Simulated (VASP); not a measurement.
# GaSb (I-4m2) in VASP: further runs, part 2 of 2

VASP 6.6.1. The steps go on from the part before.

**4. Single point, r2SCAN (in-plane strain +0.005, then relaxed in part)**

Contents of POSCAR:

```
GaSb
1.0
    3.0816162753      3.0816162753      0.0000000000
   -3.0816162753      3.0816162753      0.0000000000
    0.0000000000      3.0816162753      3.0510330164
Ga Sb
1 1
Direct
    0.0000000000      0.0000000000      0.0000000000
    0.7500000000      0.2500000000      0.5000000000
```

Contents of INCAR.step1:

```
SYSTEM = GaSb
PREC = Accurate
ENCUT = 520
ISMEAR = 0
SIGMA = 0.01
LREAL = .False.
LASPH = .True.
NELM = 60
NBANDS = 16
GGA = PE
ALGO = Normal
EDIFF = 1E-4
LWAVE = .True.
LCHARG = .False.
```

Contents of INCAR.step2:

```
SYSTEM = GaSb
PREC = Accurate
ENCUT = 520
EDIFF = 1E-7
ISMEAR = 0
SIGMA = 0.01
LREAL = .False.
LASPH = .True.
NELM = 60
ALGO = Normal
ISIF = 2
LWAVE = .False.
LCHARG = .False.
METAGGA = R2SCAN
LMIXTAU = .True.
NBANDS = 16
ISTART = 1
```

Contents of KPOINTS:

```
regular mesh
0
Gamma
  6 6 6
  0 0 0
```

Potentials or basis: VASP PAW PBE potentials, release 64 (Ga_d, Sb).

On the command line:

```
cat potpaw_PBE.64/Ga_d/POTCAR potpaw_PBE.64/Sb/POTCAR > POTCAR
cp INCAR.step1 INCAR
mpirun -np 1 vasp_std > vasp.out
cp INCAR.step2 INCAR
mpirun -np 1 vasp_std > vasp.out
```

OUTCAR:

```text
SYSTEM = GaSb
   PREC = Accurate
   ENCUT = 520
   EDIFF = 1E-7
   ISMEAR = 0
   LREAL = .False.
   LASPH = .True.
   NELM = 60
   ISIF = 2
   METAGGA = R2SCAN
   ISTART = 1

 ion  position               nearest neighbor table
   1  0.000  0.000  0.000-   2 2.66   2 2.66   2 2.66   2 2.66
   2  0.750  0.250  0.500-   1 2.66   1 2.66   1 2.66   1 2.66

  LATTYP: Found a body centered tetragonal cell.
 ALAT       =     4.3580635306
 C/A-ratio  =     1.4001783109

  Lattice vectors:

 A1 = (   3.0816162753,   0.0000000000,  -3.0510330164)
 A2 = (  -3.0816162753,   0.0000000000,  -3.0510330164)
 A3 = (   0.0000000000,   3.0816162753,   3.0510330164)

Analysis of symmetry for initial positions (statically):
=====================================================================
 Subroutine PRICEL returns:
 Original cell was already a primitive cell.

 Routine SETGRP: Setting up the symmetry group for a
 body centered tetragonal supercell.

 Subroutine GETGRP returns: Found  8 space group operations
 (whereof  8 operations were pure point group operations)
 out of a pool of 16 trial point group operations.

The static configuration has the point symmetry D_2d.

Analysis of symmetry for dynamics (positions and initial velocities):
=====================================================================
 Subroutine PRICEL returns:
 Original cell was already a primitive cell.

 Routine SETGRP: Setting up the symmetry group for a
 body centered tetragonal supercell.

 Subroutine GETGRP returns: Found  8 space group operations
 (whereof  8 operations were pure point group operations)
 out of a pool of 16 trial point group operations.

The dynamic configuration has the point symmetry D_2d.

 Subroutine INISYM returns: Found  8 space group operations
 (whereof  8 operations are pure point group operations),
 and found     1 'primitive' translations

----------------------------------------------------------------------------------------

                                     Primitive cell

[... 105 lines left out ...]
   ISMEAR =     0;   SIGMA  =   0.01  broadening in eV -4-tet -1-fermi 0-gaus
   EFERMI_NEDOS =   21; number of points for ismear=-14 and -15
   IALGO  =     38    algorithm
   IMIX   =      4    mixing-type and parameters
     AMIX     =   0.40;   BMIX     =  1.00
     AMIX_MAG =   1.60;   BMIX_MAG =  1.00
  volume/ion in A,a.u.               =      28.97       195.52
  Fermi-wavevector in a.u.,A,eV,Ry     =   1.108718  2.095173 16.725030  1.229255
  Thomas-Fermi vector in A             =   2.245248
   LORBIT       =      0    0 simple, 1 ext, 2 COOP (PROOUT), +10 PAW based schemes
   METAGGA = R2SCAN    functional components
   LHFCALC =     F    Hartree Fock is set to
   AEXX    =    0.0000 exact exchange contribution
   IVDW    =     0    specifies the selected vdW correction
   LEPSILON=     F    determine dielectric tensor
   LRPA    =     F    only Hartree local field effects (RPA)
 non-spin polarized calculation
 Gauss-broadening in eV      SIGMA  =   0.01
  energy-cutoff  :      520.00
  volume of cell :       57.95
 maximum number of plane-waves:      1582
   NGX = 17   NGY = 17   NGZ = 17

 number of electron      17.9999992 magnetization

 Free energy of the ion-electron system (eV)
  ---------------------------------------------------
  ext. energy  EPLUGINS =         0.00000000
  ---------------------------------------------------
  free energy    TOTEN  =       -37.57830965 eV

  energy without entropy =      -37.57830965  energy(sigma->0) =      -37.57830965

 E-fermi :   4.7278     XC(G=0):  -9.6620

 val. band max:        4.6064270300   @ k =   0.0000   0.0000   0.0000
 cond. band min:       4.9230809322   @ k =   0.0000   0.0000   0.0000
 fundamental gap:      0.3166539023
 Fermi energy:         4.7278398823

 k-point     1 :       0.0000    0.0000    0.0000
  band No.  band energies     occupation
      1     -10.9180      2.00000
      2     -10.9180      2.00000
      3     -10.9167      2.00000
      4     -10.8633      2.00000
      5     -10.8618      2.00000
      6      -7.2772      2.00000
[... 433 lines left out ...]
      3     -10.8967      2.00000
      4     -10.8679      2.00000
      5     -10.8615      2.00000
      6      -4.9751      2.00000
[... 8 lines left out ...]
     15      15.6238      0.00000
     16      15.8428      0.00000

 [... further k-points ...]
[... 5 lines left out ...]
  --------------------------------------------------------------------------------------
  -------------------------------------------------------------------------------------
  Total       -0.1284815     -0.1284815      0.0441046      0.0000000      0.0000000      0.0000000
  in kB       -3.5523612     -3.5523612      1.2194402      0.0000000      0.0000000      0.0000000
  external PRESSURE =      -1.9617608 kB  Pullay stress =       0.0000000 kB

 VOLUME and BASIS-vectors are now :
 -----------------------------------------------------------------------------
  energy-cutoff  :      520.00
  volume of cell :       57.95
      direct lattice vectors                 reciprocal lattice vectors
     3.081616275  3.081616275  0.000000000     0.162252518  0.162252518 -0.163878921
    -3.081616275  3.081616275  0.000000000    -0.162252518  0.162252518 -0.163878921
     0.000000000  3.081616275  3.051033016     0.000000000  0.000000000  0.327757843

 POSITION                                       TOTAL-FORCE (eV/Angst)
 -----------------------------------------------------------------------------------
      0.00000      0.00000      0.00000         0.000000      0.000000      0.000000
      1.54081      4.62242      1.52552        -0.000000     -0.000000      0.000000
 -----------------------------------------------------------------------------------
    total drift:                               -0.000016     -0.000000      0.000000

  FREE ENERGIE OF THE ION-ELECTRON SYSTEM (eV)
  ---------------------------------------------------
  free  energy   TOTEN  =       -37.5783096540 eV

  energy  without entropy=      -37.5783096540  energy(sigma->0) =      -37.57830965
```

OUTCAR.step1:

```text
SYSTEM = GaSb
   PREC = Accurate
   ENCUT = 520
   ISMEAR = 0
   LREAL = .False.
   LASPH = .True.
[... 678 lines left out ...]
      0.00000      0.00000      0.00000        -0.000000     -0.000000      0.000000
      1.54081      4.62242      1.52552         0.000000      0.000000      0.000000
 -----------------------------------------------------------------------------------
    total drift:                               -0.000001     -0.000000     -0.000000

  FREE ENERGIE OF THE ION-ELECTRON SYSTEM (eV)
  ---------------------------------------------------
  free  energy   TOTEN  =        -7.3301304439 eV

  energy  without entropy=       -7.3301304003  energy(sigma->0) =       -7.33013042
```

OSZICAR.step1:

```text
N       E                     dE             d eps       ncg     rms          rms(c)
DAV:   1     0.826406988933E+02    0.82641E+02   -0.84184E+03   976   0.136E+03
DAV:   2    -0.932471216936E+00   -0.83573E+02   -0.80350E+02  1120   0.302E+02
DAV:   3    -0.727265703603E+01   -0.63402E+01   -0.63265E+01  1144   0.652E+01
DAV:   4    -0.738207026712E+01   -0.10941E+00   -0.10940E+00  1216   0.962E+00
DAV:   5    -0.738470507906E+01   -0.26348E-02   -0.26348E-02  1224   0.131E+00    0.314E+00
DAV:   6    -0.734127897645E+01    0.43426E-01   -0.63031E-02  1416   0.387E+00    0.188E+00
DAV:   7    -0.732852330051E+01    0.12756E-01   -0.38770E-02  1096   0.156E+00    0.349E-01
DAV:   8    -0.732958465659E+01   -0.10614E-02   -0.44604E-03  1288   0.753E-01    0.841E-02
DAV:   9    -0.733009582918E+01   -0.51117E-03   -0.69652E-04  1104   0.201E-01    0.325E-02
DAV:  10    -0.733013044393E+01   -0.34615E-04   -0.37134E-05  1016   0.396E-02
   1 F= -.73301304E+01 E0= -.73301304E+01  d E =-.436691E-07
```

Run time: 53 s. Hardware: 1 thread of Intel Xeon Platinum 8559C (Emerald Rapids), shared host; peak memory 0.19 GiB.

What came out:

* Free energy: -37.5783 eV
* Pressure: -0.2 GPa
* Band gap on the k mesh: 0.32 eV, direct

Caveat: the cell differs from its parent crystal (in-plane strain +0.005, then relaxed in part); the PAW data sets were made with another functional, which shifts forces and pressure a little; spin-orbit coupling is left out, which moves the levels of the heavy elements.

**5. Single point, r2SCAN (film at in-plane strain +0.005)**

POSCAR is that of step 4.

Contents of INCAR.step1:

```
  ALGO = Normal
  EDIFF = 1E-4
  ENCUT = 520
  GGA = PE
  ISMEAR = 0
  LASPH = T
  LCHARG = F
  LREAL = F
  LWAVE = T
  NBANDS = 16
  NELM = 60
  PREC = Accurate
  SIGMA = 0.01
```

Contents of INCAR.step2:

```
  ALGO = Normal
  EDIFF = 1E-6
  ENCUT = 520
  ISIF = 2
  ISMEAR = 0
  ISTART = 1
  LASPH = T
  LCHARG = F
  LMIXTAU = T
  LREAL = F
  LWAVE = F
  METAGGA = R2SCAN
  NBANDS = 16
  NELM = 60
  PREC = Accurate
  SIGMA = 0.01
```

Contents of KPOINTS:

```
k-points
0
Gamma
  6 6 6
```

On the command line:

```
cat potpaw_PBE.64/Ga_d/POTCAR potpaw_PBE.64/Sb/POTCAR > POTCAR
cp INCAR.step1 INCAR
mpirun -np 1 vasp_std > vasp.out
cp INCAR.step2 INCAR
mpirun -np 1 vasp_std > vasp.out
```

Wall time 42 s (1 thread of AMD EPYC 9R45 (Zen 5), shared host); peak memory 0.17 GiB.

Results (log left out):

* Free energy: -37.5783 eV
* Pressure: -0.2 GPa
* Band gap on the k mesh: 0.32 eV, direct

Stress tensor (GPa, compression positive):
```
-0.37  0.00  0.00
 0.00 -0.37  0.00
 0.00  0.00  0.11
```

Levels at points of the mesh, in eV from the valence-band top:
```tsv
k point	band 5	band 6	band 7	band 8	band 9	band 10	band 11	band 12	band 13	band 14
(0.00, 0.00, 0.00)	-15.47	-11.88	-0.06	-0.06	0.00	0.32	2.92	2.95	2.95	6.29
(0.50, 0.00, 0.00)	-15.47	-10.19	-6.56	-1.27	-1.19	0.61	3.95	4.00	6.88	9.85
(0.50, 0.50, 0.00)	-15.46	-9.33	-7.05	-2.68	-2.67	1.12	1.48	9.13	9.13	10.62
(0.00, 0.00, 0.50)	-15.46	-9.30	-7.00	-2.73	-2.73	1.04	1.42	9.14	9.14	10.66
```

Caveat: the cell differs from its parent crystal (film at in-plane strain +0.005); the PAW data sets were made with another functional, which shifts forces and pressure a little; spin-orbit coupling is left out, which moves the levels of the heavy elements. A k mesh can miss the band edges.

**6. Single point, r2SCAN (in-plane strain +0.005)**

Changes to POSCAR since step 5:

```diff
@@ -4,3 +4,3 @@
    -3.0816162753      3.0816162753      0.0000000000
-    0.0000000000      3.0816162753      3.0510330164
+    0.0000000000      3.0816162753      3.0570859965
 Ga Sb
```

Contents of INCAR.step1:

```
SYSTEM = GaSb
PREC     = Accurate       ! precision mode
ENCUT    = 520            ! plane-wave cutoff, eV
ISMEAR   = 0              ! smearing method
SIGMA    = 0.01           ! smearing width, eV
LREAL    = .False.        ! projectors in reciprocal space
LASPH    = .True.         ! aspherical terms in the spheres
NELM     = 60             ! most SCF steps
NBANDS   = 16             ! bands
GGA      = PE             ! functional
ALGO     = Normal         ! electronic algorithm
EDIFF    = 1E-4           ! SCF threshold, eV
LWAVE    = .True.         ! write WAVECAR
LCHARG   = .False.        ! write CHGCAR
```

Contents of INCAR.step2:

```
SYSTEM = GaSb
PREC     = Accurate       ! precision mode
ENCUT    = 520            ! plane-wave cutoff, eV
EDIFF    = 1E-7           ! SCF threshold, eV
ISMEAR   = 0              ! smearing method
SIGMA    = 0.01           ! smearing width, eV
LREAL    = .False.        ! projectors in reciprocal space
LASPH    = .True.         ! aspherical terms in the spheres
NELM     = 60             ! most SCF steps
ALGO     = Normal         ! electronic algorithm
ISIF     = 2              ! what is computed and relaxed
LWAVE    = .False.        ! write WAVECAR
LCHARG   = .False.        ! write CHGCAR
METAGGA  = R2SCAN         ! meta-GGA
LMIXTAU  = .True.       
NBANDS   = 16             ! bands
ISTART   = 1
```

Contents of KPOINTS:

```
Automatic mesh
0
Gamma
  6 6 6
  0 0 0
```

Potentials or basis: VASP PAW PBE potentials, release 64 (Ga_d, Sb).

On the command line:

```
cat potpaw_PBE.64/Ga_d/POTCAR potpaw_PBE.64/Sb/POTCAR > POTCAR
cp INCAR.step1 INCAR
mpirun -np 1 vasp_std > vasp.out
cp INCAR.step2 INCAR
mpirun -np 1 vasp_std > vasp.out
```

OUTCAR:

```text
SYSTEM = GaSb
   PREC = Accurate
   ENCUT = 520
   EDIFF = 1E-7
   ISMEAR = 0
   LREAL = .False.
   LASPH = .True.
   NELM = 60
   ISIF = 2
   METAGGA = R2SCAN
   ISTART = 1

 ion  position               nearest neighbor table
   1  0.000  0.000  0.000-   2 2.66   2 2.66   2 2.66   2 2.66
   2  0.750  0.250  0.500-   1 2.66   1 2.66   1 2.66   1 2.66

  LATTYP: Found a body centered tetragonal cell.
 ALAT       =     4.3580635306
 C/A-ratio  =     1.4029561410

  Lattice vectors:

 A1 = (   3.0816162753,   0.0000000000,  -3.0570859965)
 A2 = (  -3.0816162753,   0.0000000000,  -3.0570859965)
[... 626 lines left out ...]
      5     -10.8785      2.00000
      6      -4.9891      2.00000
[... 8 lines left out ...]
     15      15.5867      0.00000
     16      15.8010      0.00000

 [... further k-points ...]
[... 5 lines left out ...]
  --------------------------------------------------------------------------------------
  -------------------------------------------------------------------------------------
  Total       -0.1549062     -0.1549062     -0.0158182      0.0000000      0.0000000      0.0000000
  in kB       -4.2744926     -4.2744926     -0.4364887      0.0000000      0.0000000      0.0000000
  external PRESSURE =      -2.9951580 kB  Pullay stress =       0.0000000 kB

 VOLUME and BASIS-vectors are now :
 -----------------------------------------------------------------------------
  energy-cutoff  :      520.00
  volume of cell :       58.06
      direct lattice vectors                 reciprocal lattice vectors
     3.081616275  3.081616275  0.000000000     0.162252518  0.162252518 -0.163554444
    -3.081616275  3.081616275  0.000000000    -0.162252518  0.162252518 -0.163554444
     0.000000000  3.081616275  3.057085997     0.000000000  0.000000000  0.327108888

 POSITION                                       TOTAL-FORCE (eV/Angst)
 -----------------------------------------------------------------------------------
      0.00000      0.00000      0.00000        -0.000000     -0.000000      0.000000
      1.54081      4.62242      1.52854         0.000000      0.000000      0.000000
 -----------------------------------------------------------------------------------
    total drift:                               -0.000016     -0.000000      0.000000

  FREE ENERGIE OF THE ION-ELECTRON SYSTEM (eV)
  ---------------------------------------------------
  free  energy   TOTEN  =       -37.5783267724 eV

  energy  without entropy=      -37.5783267724  energy(sigma->0) =      -37.57832677
```

OSZICAR.step1:

```text
N       E                     dE             d eps       ncg     rms          rms(c)
DAV:   1     0.834066967018E+02    0.83407E+02   -0.85813E+03   968   0.135E+03
DAV:   2    -0.985694557417E+00   -0.84392E+02   -0.81474E+02  1136   0.304E+02
DAV:   3    -0.727225020736E+01   -0.62866E+01   -0.62749E+01  1160   0.644E+01
DAV:   4    -0.738336689334E+01   -0.11112E+00   -0.11110E+00  1216   0.963E+00
DAV:   5    -0.738583869120E+01   -0.24718E-02   -0.24718E-02  1216   0.127E+00    0.313E+00
DAV:   6    -0.734257962563E+01    0.43259E-01   -0.62747E-02  1432   0.387E+00    0.188E+00
DAV:   7    -0.732994996109E+01    0.12630E-01   -0.39024E-02  1088   0.156E+00    0.348E-01
DAV:   8    -0.733100225781E+01   -0.10523E-02   -0.44515E-03  1288   0.757E-01    0.839E-02
DAV:   9    -0.733151264790E+01   -0.51039E-03   -0.69245E-04  1104   0.204E-01    0.326E-02
DAV:  10    -0.733155038993E+01   -0.37742E-04   -0.38851E-05  1016   0.402E-02
   1 F= -.73315504E+01 E0= -.73315501E+01  d E =-.674488E-06
```

It took 61 s on 1 thread of AMD EPYC 9R45 (Zen 5), shared host; peak memory 0.17 GiB.

Results:

```
Free energy            : -37.5783 eV
Pressure               : -0.3 GPa
Band gap on the k mesh : 0.31 eV, direct
```

Caveat: the cell differs from its parent crystal (in-plane strain +0.005); the PAW data sets were made with another functional, which shifts forces and pressure a little; spin-orbit coupling is left out, which moves the levels of the heavy elements. A k mesh can miss the band edges.

**7. The runs side by side**

```tsv
cell	gap on the mesh (eV)	pressure (GPa)
a = 4.315, b = 4.315, c = 4.332 Å, angles 60.1, 60.1, 90.0°, 2 atoms	0.43	0.4
a = 4.315, b = 4.315, c = 4.334 Å, angles 60.2, 60.2, 90.0°, 2 atoms	0.42	0.4
a = 4.358, b = 4.358, c = 4.336 Å, angles 59.8, 59.8, 90.0°, 2 atoms	0.32	-0.2
a = 4.358, b = 4.358, c = 4.341 Å, angles 59.9, 59.9, 90.0°, 2 atoms	0.31	-0.3
```

Alike in all rows: task single point; level r2SCAN; potentials or basis VASP PAW PBE potentials, release 64 (Ga_d, Sb); no spin polarisation; k mesh 6 × 6 × 6; cutoff (eV) 520; smearing gaussian 0.01 eV.

Caveats: the PAW data sets were made with another functional, which shifts forces and pressure a little; spin-orbit coupling is left out, which moves the levels of the heavy elements.

Total energies depend on the potentials used, so only differences within one code and one set of settings carry meaning.
